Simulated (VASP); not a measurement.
Al4O, 5 atoms in the cell. It takes space group P6/mmm (No. 191, hexagonal). The conventional cell has a = 4.216 Å, b = 4.216 Å, c = 5.617 Å, α = 90.00°, β = 90.00°, γ = 120.00°. Within 2.8 Å of Al (site symmetry mmm) lie 6 Al at 2.11 Å. Al (site symmetry 6/mmm) has 6 Al at 2.11 Å and 2 O at 2.81 Å within 2.9 Å. Within 3.7 Å of O (site symmetry 6/mmm) lie 14 Al at 2.81 to 3.51 Å. The cell was built from a structure type or drawn by symmetry, and may not be a known phase.

```yaml
Program: VASP 6.6.1
Task: single point
Functional: PBE
Potentials_or_basis: VASP PAW PBE potentials, release 64 (Al, O)
Cutoff: 520 eV
k_mesh: 6 × 6 × 4
Occupations: gaussian, width 0.1 eV
Spin: collinear spin, ferromagnetic start
Starting_moments: "[0.0, 0.0, 0.0, 0.0, 1.0] μB"
Dipole_correction: no
Further_INCAR_settings: ALGO = Normal; EDIFF = 1e-07; NBANDS = 21
```

Potentials or basis: VASP PAW PBE potentials, release 64 (Al, O).

Command:

```sh
$ cat potpaw_PBE.64/Al/POTCAR potpaw_PBE.64/O/POTCAR > POTCAR
$ mpirun -np 1 vasp_std > vasp.out
```

Hardware: 1 thread of AMD EPYC 9R45 (Zen 5), with other jobs on the host.

Q: How long does it take, and how much memory?

A: Run time: 54 s on 1 thread of AMD EPYC 9R45 (Zen 5), with other jobs on the host, peak memory 0.21 GiB. Counts: scf iterations 20, k points 21.
